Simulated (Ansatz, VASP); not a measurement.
**ZrP3Os in VASP and in Ansatz**

```
Zr P Os
1.0
     3.80519    0.00000    0.00000
     0.00000    3.80519    0.00000
     0.00000    0.00000    8.77967
Zr P Os
1 3 1
Direct
  0.00000 0.00000 0.50000
  0.50000 0.50000 0.75499
  0.50000 0.50000 0.24501
  0.50000 0.50000 0.00000
  0.50000 0.50000 0.50000
```

Alike in both runs: functional PBE; k mesh 4 × 4 × 4; occupations gaussian, width 0.1 eV; no spin polarisation.

Ansatz relaxed the structure, and its values are those at the end. VASP's run is a single point on that final structure, the one shown.

```csv
,VASP,Ansatz
version,VASP 6.6.1,Ansatz 0.2.0
potentials or method,"VASP PAW PBE potentials, release 64 (Zr_sv, P, Os), cutoff 520 eV","scalar-relativistic, plane waves, PAW"
valence electrons in the cell,35,43
```

Ansatz gave:

- gap on the k mesh at the Fermi level (eV): none
- pressure (GPa): -0.1
- rms of the force components (eV/Å): 0.001

What did VASP give for the same quantities?

gap on the k mesh at the Fermi level (eV): none; pressure (GPa): 0.1; rms of the force components (eV/Å): 0.036.

A gap of «none» marks a metal or a gap that the smearing closes. The functional is the same, so the differences come from potentials, cutoffs and numerics. VASP's potentials hold 35 valence electrons a cell and Ansatz's 43, so a difference there can come from the potentials and not from the codes.

The k mesh is coarse, so the values compare programs but aren't converged. Spin-orbit coupling is off throughout.
